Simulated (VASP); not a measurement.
# Mg3GeN (P6/mmm) in VASP: single point with PBE

Aim: the single point of Mg3GeN with PBE.

Program: VASP 6.6.1. These are calculated values, not measurements. Logs are shortened: lines on timing, memory, paths and dates and some standing lists are left out, and cuts for length are marked.

## 1. The cell of the first run

It takes space group P6/mmm (No. 191, hexagonal). Conventional cell: a = 4.667 Å, b = 4.667 Å, c = 8.658 Å, α = 90.00°, β = 90.00°, γ = 120.00°. Mg (site symmetry mmm) has 2 N at 2.33 Å and 4 Mg at 2.33 Å within 3.1 Å. Within 5.7 Å of Ge (site symmetry 6/mmm) lie 2 N at 4.33 Å and 6 Ge at 4.67 Å and 12 Mg at 4.92 Å. Within 3.1 Å of N (site symmetry 6/mmm) lie 6 Mg at 2.33 Å.

## 2. Single point, PBE

Contents of INCAR:

```
SYSTEM = Mg3GeN
ALGO = Normal
EDIFF = 1E-6
ENCUT = 520
GGA = PE
ISIF = 2
ISMEAR = 0
LASPH = .TRUE.
LCHARG = .FALSE.
LREAL = .FALSE.
LWAVE = .FALSE.
NBANDS = 20
NELM = 80
PREC = Accurate
SIGMA = 0.1
```

Contents of KPOINTS:

```
k-points
0
G
  6 6 2
  0 0 0
```

Contents of POSCAR:

```
Mg3GeN
1.0
    4.6670470600      0.0000000000      0.0000000000
   -2.3335235300      4.0417813200      0.0000000000
    0.0000000000      0.0000000000      8.6582270600
Mg Ge N
3 1 1
Direct
    0.5000000000      0.0000000000      0.5000000000
    0.0000000000      0.5000000000      0.5000000000
    0.5000000000      0.5000000000      0.5000000000
    0.0000000000      0.0000000000      0.0000000000
    0.0000000000      0.0000000000      0.5000000000
```

Potentials or basis: VASP PAW PBE potentials, release 64 (Mg, Ge_d, N).

The run is started by

```console
$ cat potpaw_PBE.64/Mg/POTCAR potpaw_PBE.64/Ge_d/POTCAR potpaw_PBE.64/N/POTCAR > POTCAR
$ mpirun -np 1 vasp_std > vasp.out
```

OUTCAR:

```text
SYSTEM = Mg3GeN
   EDIFF = 1E-6
   ENCUT = 520
   GGA = PE
   ISIF = 2
   ISMEAR = 0
   LASPH = .TRUE.
   LREAL = .FALSE.
   NELM = 80
   PREC = Accurate

 ion  position               nearest neighbor table
   1  0.500  0.000  0.500-   5 2.33   5 2.33   2 2.33   3 2.33   3 2.33   2 2.33
   2  0.000  0.500  0.500-   3 2.33   3 2.33   5 2.33   5 2.33   1 2.33   1 2.33
   3  0.500  0.500  0.500-   2 2.33   2 2.33   5 2.33   1 2.33   1 2.33   5 2.33
   4  0.000  0.000  0.000-
   5  0.000  0.000  0.500-   1 2.33   1 2.33   3 2.33   2 2.33   2 2.33   3 2.33

  LATTYP: Found a hexagonal cell.
 ALAT       =     4.6670470600
 C/A-ratio  =     1.8551831487

  Lattice vectors:

 A1 = (   4.6670470600,   0.0000000000,   0.0000000000)
 A2 = (  -2.3335235300,   4.0417813200,   0.0000000000)
 A3 = (   0.0000000000,   0.0000000000,   8.6582270600)

Analysis of symmetry for initial positions (statically):
=====================================================================
 Subroutine PRICEL returns:
 Original cell was already a primitive cell.

 Routine SETGRP: Setting up the symmetry group for a
 hexagonal supercell.

 Subroutine GETGRP returns: Found 24 space group operations
 (whereof 24 operations were pure point group operations)
 out of a pool of 24 trial point group operations.

The static configuration has the point symmetry D_6h.

Analysis of symmetry for dynamics (positions and initial velocities):
=====================================================================
 Subroutine PRICEL returns:
 Original cell was already a primitive cell.

 Routine SETGRP: Setting up the symmetry group for a
 hexagonal supercell.

 Subroutine GETGRP returns: Found 24 space group operations
 (whereof 24 operations were pure point group operations)
 out of a pool of 24 trial point group operations.

The dynamic configuration has the point symmetry D_6h.

 Subroutine INISYM returns: Found 24 space group operations
 (whereof 24 operations are pure point group operations),
 and found     1 'primitive' translations

----------------------------------------------------------------------------------------

                                     Primitive cell

  volume of cell :     163.3217

  direct lattice vectors                    reciprocal lattice vectors
     4.667047060  0.000000000  0.000000000     0.214268249  0.123707831  0.000000000
    -2.333523530  4.041781320  0.000000000     0.000000000  0.247415662  0.000000000
     0.000000000  0.000000000  8.658227060     0.000000000  0.000000000  0.115497087

  length of vectors
     4.667047060  4.667047065  8.658227060     0.247415662  0.247415662  0.115497087

  position of ions in fractional coordinates (direct lattice)
     0.500000000  0.000000000  0.500000000
     0.000000000  0.500000000  0.500000000
     0.500000000  0.500000000  0.500000000
     0.000000000  0.000000000  0.000000000
     0.000000000  0.000000000  0.500000000

  ion indices of the primitive-cell ions
   primitive index   ion index
                 1           1
                 2           2
                 3           3
                 4           4
                 5           5

----------------------------------------------------------------------------------------

 KPOINTS: k-points

Automatic generation of k-mesh.
 Grid dimensions read from file:
 generate k-points for:    6    6    2

 Generating k-lattice:

  Cartesian coordinates                     Fractional coordinates (reciprocal lattice)
     0.035711375  0.020617972  0.000000000     0.166666667  0.000000000  0.000000000
     0.000000000  0.041235944  0.000000000     0.000000000  0.166666667  0.000000000
     0.000000000  0.000000000  0.057748543     0.000000000  0.000000000  0.500000000

  Length of vectors
     0.041235944  0.041235944  0.057748543

  Shift w.r.t. Gamma in fractional coordinates (k-lattice)
     0.000000000  0.000000000  0.000000000

 Subroutine IBZKPT returns following result:
 ===========================================

 Found     14 irreducible k-points:

 Following reciprocal coordinates:
            Coordinates               Weight
  0.000000  0.000000  0.000000      1.000000
  0.166667  0.000000  0.000000      6.000000
  0.333333 -0.000000  0.000000      6.000000
  0.500000 -0.000000  0.000000      3.000000
  0.166667  0.166667  0.000000      6.000000
  0.333333  0.166667  0.000000     12.000000
  0.333333  0.333333  0.000000      2.000000
  0.000000  0.000000  0.500000      1.000000
  0.166667  0.000000  0.500000      6.000000
  0.333333 -0.000000  0.500000      6.000000
  0.500000 -0.000000  0.500000      3.000000
  0.166667  0.166667  0.500000      6.000000
  0.333333  0.166667  0.500000     12.000000
  0.333333  0.333333  0.500000      2.000000
   k-points           NKPTS =     14   k-points in BZ     NKDIM =     14   number of bands    NBANDS=     20
   number of dos      NEDOS =    301   number of ions     NIONS =      5
   total plane-waves  NPLWV =  82944
   dimension x,y,z NGX =    36 NGY =   36 NGZ =   64
   dimension x,y,z NGXF=    72 NGYF=   72 NGZF=  128
   ions per type =               3   1   1
   NGX,Y,Z   is equivalent  to a cutoff of  12.82, 12.82, 12.29 a.u.
   NGXF,Y,Z  is equivalent  to a cutoff of  25.65, 25.65, 24.58 a.u.
 SYSTEM =  Mg3GeN
   PREC   = accura    normal or accurate (medium, high low for compatibility)
   ISTART =      0    job   : 0-new  1-cont  2-samecut
   ICHARG =      2    charge: 1-file 2-atom 10-const
   ISPIN  =      1    spin polarized calculation?
   LNONCOLLINEAR =      F non collinear calculations
   LSORBIT =      F    spin-orbit coupling
   LASPH  =      T    aspherical Exc in radial PAW
   ENCUT  =  520.0 eV  38.22 Ry    6.18 a.u.   8.68  8.68 16.10*2*pi/ulx,y,z
   NELM   =     80;   NELMIN=  2; NELMDL= -5     # of ELM steps
   EDIFF  = 0.1E-05   stopping-criterion for ELM
   LREAL  =      F    real-space projection
[... 7 lines left out ...]
   TEBEG  =    0.0;   TEEND  =   0.0 temperature during run
   PSTRESS=    0.0 pullay stress
   NELECT =      25.0000    total number of electrons
   NUPDOWN=      -1.0000    fix difference up-down
   EMIN   =  10.00;   EMAX   =-10.00  energy-range for DOS
   EFERMI =   0.00;   METHOD = LEGACY
   ISMEAR =     0;   SIGMA  =   0.10  broadening in eV -4-tet -1-fermi 0-gaus
   EFERMI_NEDOS =   21; number of points for ismear=-14 and -15
   IALGO  =     38    algorithm
   IMIX   =      4    mixing-type and parameters
     AMIX     =   0.40;   BMIX     =  1.00
     AMIX_MAG =   1.60;   BMIX_MAG =  1.00
  volume/ion in A,a.u.               =      32.66       220.43
  Fermi-wavevector in a.u.,A,eV,Ry     =   0.875737  1.654902 10.434507  0.766915
  Thomas-Fermi vector in A             =   1.995449
   LORBIT       =      0    0 simple, 1 ext, 2 COOP (PROOUT), +10 PAW based schemes
   GGA     = PE    functional components
   LHFCALC =     F    Hartree Fock is set to
   AEXX    =    0.0000 exact exchange contribution
   IVDW    =     0    specifies the selected vdW correction
   LEPSILON=     F    determine dielectric tensor
   LRPA    =     F    only Hartree local field effects (RPA)
 non-spin polarized calculation
 Gauss-broadening in eV      SIGMA  =   0.10
  energy-cutoff  :      520.00
  volume of cell :      163.32
 maximum number of plane-waves:      4412
 NGX is ok and might be reduce to    36
   NGX = 17   NGY = 17   NGZ = 33

 number of electron      24.9999981 magnetization

 Free energy of the ion-electron system (eV)
  ---------------------------------------------------
  ext. energy  EPLUGINS =         0.00000000
  ---------------------------------------------------
  free energy    TOTEN  =        -8.63017476 eV

  energy without entropy =       -8.59567176  energy(sigma->0) =       -8.61292326

 E-fermi :   0.2210     XC(G=0):  -6.8401

 val. band max:        0.2201149183   @ k =   0.3333  -0.0000   0.0000
 cond. band min:       0.2510955589   @ k =   0.3333   0.3333   0.0000
 fundamental gap:      0.0309806405
 Fermi energy:         0.2210227297

 k-point     1 :       0.0000    0.0000    0.0000
  band No.  band energies     occupation
      1     -25.3969      2.00000
      2     -25.3757      2.00000
      3     -25.3757      2.00000
      4     -25.3103      2.00000
      5     -25.3103      2.00000
      6     -13.0154      2.00000
[... 12 lines left out ...]
     19       4.3099      0.00000
     20       5.8866      0.00000

 k-point     2 :       0.1667    0.0000    0.0000
  band No.  band energies     occupation
      1     -25.3968      2.00000
      2     -25.3758      2.00000
      3     -25.3758      2.00000
      4     -25.3103      2.00000
      5     -25.3102      2.00000
      6     -12.9695      2.00000
[... 12 lines left out ...]
     19       5.0365      0.00000
     20       5.3197      0.00000

 k-point     3 :       0.3333   -0.0000    0.0000
  band No.  band energies     occupation
      1     -25.3967      2.00000
      2     -25.3759      2.00000
      3     -25.3758      2.00000
      4     -25.3103      2.00000
      5     -25.3099      2.00000
      6     -12.8744      2.00000
[... 12 lines left out ...]
     19       5.5075      0.00000
     20       5.7586      0.00000

 k-point     4 :       0.5000   -0.0000    0.0000
  band No.  band energies     occupation
      1     -25.3966      2.00000
      2     -25.3759      2.00000
      3     -25.3758      2.00000
      4     -25.3103      2.00000
      5     -25.3098      2.00000
      6     -12.8251      2.00000
[... 199 lines left out ...]
 k-point    13 :       0.3333    0.1667    0.5000
  band No.  band energies     occupation
      1     -25.3966      2.00000
      2     -25.3759      2.00000
      3     -25.3758      2.00000
      4     -25.3102      2.00000
      5     -25.3099      2.00000
      6     -12.8255      2.00000
[... 12 lines left out ...]
     19       4.9023      0.00000
     20       5.8415      0.00000

 k-point    14 :       0.3333    0.3333    0.5000
  band No.  band energies     occupation
      1     -25.3966      2.00000
      2     -25.3759      2.00000
      3     -25.3759      2.00000
      4     -25.3100      2.00000
      5     -25.3100      2.00000
      6     -12.8011      2.00000
[... 12 lines left out ...]
     19       5.1709      0.00000
     20       5.1709      0.00000

------------------------ aborting loop because EDIFF is reached ----------------------------------------

  FORCE on cell =-STRESS in cart. coord.  units (eV):
  Direction    XX          YY          ZZ          XY          YZ          ZX
  --------------------------------------------------------------------------------------
  -------------------------------------------------------------------------------------
  Total       11.8280306     11.8280306     -2.7942274      0.0000000      0.0000000      0.0000000
  in kB      116.0323421    116.0323424    -27.4112202      0.0000000      0.0000000      0.0000000
  external PRESSURE =      68.2178214 kB  Pullay stress =       0.0000000 kB

 VOLUME and BASIS-vectors are now :
 -----------------------------------------------------------------------------
  energy-cutoff  :      520.00
  volume of cell :      163.32
      direct lattice vectors                 reciprocal lattice vectors
     4.667047060  0.000000000  0.000000000     0.214268249  0.123707831  0.000000000
    -2.333523530  4.041781320  0.000000000     0.000000000  0.247415662  0.000000000
     0.000000000  0.000000000  8.658227060     0.000000000  0.000000000  0.115497087

 POSITION                                       TOTAL-FORCE (eV/Angst)
 -----------------------------------------------------------------------------------
      2.33352      0.00000      4.32911         0.000000      0.000000      0.000000
     -1.16676      2.02089      4.32911         0.000000      0.000000      0.000000
      1.16676      2.02089      4.32911         0.000000      0.000000      0.000000
      0.00000      0.00000      0.00000        -0.000000      0.000000      0.000000
      0.00000      0.00000      4.32911         0.000000      0.000000      0.000000
 -----------------------------------------------------------------------------------
    total drift:                                0.000000     -0.000000      0.000000

  FREE ENERGIE OF THE ION-ELECTRON SYSTEM (eV)
  ---------------------------------------------------
  free  energy   TOTEN  =        -8.6301747648 eV

  energy  without entropy=       -8.5956717571  energy(sigma->0) =       -8.61292326
```

Run time: 44 s. Hardware: 1 thread of Intel Xeon Platinum 8559C (Emerald Rapids), shared host; peak memory 0.29 GiB.

What came out:

| Quantity | Value |
| --- | --- |
| Free energy | -8.6302 eV |
| Pressure | 6.8 GPa |

Levels at points of the mesh, in eV from the Fermi level:
| k point | band 10 | band 11 | band 12 | band 13 | band 14 | band 15 |
| --- | --- | --- | --- | --- | --- | --- |
| (0.00, 0.00, 0.00) | -2.96 | -2.66 | -0.05 | 0.62 | 1.26 | 1.26 |
| (0.50, 0.00, 0.00) | -1.85 | -1.75 | -0.86 | 0.42 | 0.44 | 0.79 |
| (0.00, 0.00, 0.50) | -2.96 | -2.43 | -0.31 | 0.62 | 1.25 | 1.25 |
| (0.50, 0.00, 0.50) | -1.79 | -1.72 | -0.97 | 0.21 | 0.34 | 0.78 |

Caveat: the k points lie up to 0.36 Å⁻¹ apart.
